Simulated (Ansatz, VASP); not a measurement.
**ZnO in VASP and in Ansatz**

The input POSCAR:

```
ZnO
1.0
    2.6461709597      0.0000000000      0.0000000000
    0.0000000000      2.6461709597      0.0000000000
    0.0000000000      0.0000000000      2.6461709597
Zn O
1 1
Direct
    0.0000000000      0.0000000000      0.0000000000
    0.5000000000      0.5000000000      0.5000000000
```

INCAR.step1

```
SYSTEM = ZnO
PREC = Accurate ; ENCUT = 520
EDIFF = 1E-5 ; ISMEAR = -1
SIGMA = 0.02 ; LREAL = .FALSE.
LASPH = .TRUE. ; NELM = 100
ALGO = Normal ; ISIF = 2
LWAVE = .TRUE. ; NBANDS = 16
GGA = PE
```

The input INCAR.step2:

```
SYSTEM = ZnO
PREC = Accurate ; ENCUT = 520
EDIFF = 1E-7 ; ISMEAR = -1
SIGMA = 0.02 ; LREAL = .FALSE.
LASPH = .TRUE. ; NELM = 100
ALGO = Normal ; ISIF = 2
LWAVE = .FALSE. ; LCHARG = .TRUE.
GGA = PE ; LHFCALC = .TRUE.
HFSCREEN = 0.2079 ; PRECFOCK = Normal
LELF = .TRUE. ; LVHAR = .TRUE.
NBANDS = 16 ; ISTART = 1
```

The input KPOINTS:

```
regular mesh
0
G
  6 6 6
  0 0 0
```

Input for Ansatz:

```yaml
crystal:
  lattice:
    - [2.6461709597, 0.0, 0.0]
    - [0.0, 2.6461709597, 0.0]
    - [0.0, 0.0, 2.6461709597]
  atoms:
    - { symbol: Zn, position: [0.0, 0.0, 0.0] }
    - { symbol: O, position: [0.5, 0.5, 0.5] }
kpoints:
  mp_grid: { grid: [6, 6, 6] }
  band_path:
    path: [[0.0, 0.0, 0.0], [0.0, 0.5, 0.0], [0.5, 0.5, 0.0], [0.5, 0.5, 0.5]]
    npoints: 1
hamiltonian:
  xc: hse06
scf:
  occupations: { method: fermi_dirac, width: 0.02 }
  n_extra_bands: 4
output:
  forces: true
  stress: true
  eigenvalues: true
  write_density: true
  write_potential: true
  elf: true
  volumetric_format: npy
```

Alike in both runs: task single point; functional HSE06; k mesh 6 × 6 × 6; occupations fermi-dirac, width 0.02 eV; no spin polarisation.

|  | VASP | Ansatz |
| --- | --- | --- |
| version | VASP 6.6.1 | Ansatz 0.2.0 |
| potentials or method | VASP PAW PBE potentials, release 64 (Zn, O) | plane waves, PAW |
| plane-wave cutoff (eV) | 520 | 420 |
| valence electrons in the cell | 18 | 18 |

|  | VASP | Ansatz | Ansatz less VASP |
| --- | --- | --- | --- |
| gap on the k mesh at the Fermi level (eV) | 0.81 | 0.85 | +0.041 |
| pressure (GPa) | 1.3 | 0.1 | -1.18 |

Ansatz's warnings: stress exchange threshold loose, stress scf threshold loose.
